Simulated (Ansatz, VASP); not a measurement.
**Fe2O3 in VASP and in Ansatz**

```
CELL_PARAMETERS angstrom
2.38650 1.37785 4.43454
-2.38650 1.37785 4.43454
0.00000 -2.75570 4.43454
ATOMIC_POSITIONS crystal
Fe 0.34545 0.34545 0.34545
Fe 0.15455 0.15455 0.15455
Fe 0.65455 0.65455 0.65455
Fe 0.84545 0.84545 0.84545
O 0.56322 0.93678 0.25000
O 0.25000 0.56322 0.93678
O 0.93678 0.25000 0.56322
O 0.43678 0.06322 0.75000
O 0.75000 0.43678 0.06322
O 0.06322 0.75000 0.43678
```

Alike in both runs: functional PBE; k mesh 6 × 6 × 6; occupations gaussian, width 0.05 eV; collinear spin.

Ansatz relaxed the structure, and its values are those at the end. VASP's run is a single point on that final structure, the one shown.

```csv
,VASP,Ansatz
version,VASP 6.6.1,Ansatz 0.2.0
potentials or method,"VASP PAW PBE potentials, release 64 (Fe, O), cutoff 520 eV","scalar-relativistic, plane waves, PAW"
valence electrons in the cell,68,100
```

|  | VASP | Ansatz | Ansatz less VASP |
| --- | --- | --- | --- |
| gap on the k mesh at the Fermi level (eV) | none | none | - |
| pressure (GPa) | 1.6 | 0.0 | -1.63 |
| rms of the force components (eV/Å) | 0.018 | 0.000 | -0.0182 |
| net moment per atom (μB) | 0.40 | 0.40 | 0.000 |
| size of the moment on the site where the two differ most (μB) | 0.94 | 0.86 | -0.080 |

Site moments also hang on the region over which each program counts them. A gap of «none» marks a metal or a gap that the smearing closes. VASP's potentials hold 68 valence electrons a cell and Ansatz's 100, so a difference there can come from the potentials and not from the codes. Ansatz's warnings: given moment on shells.
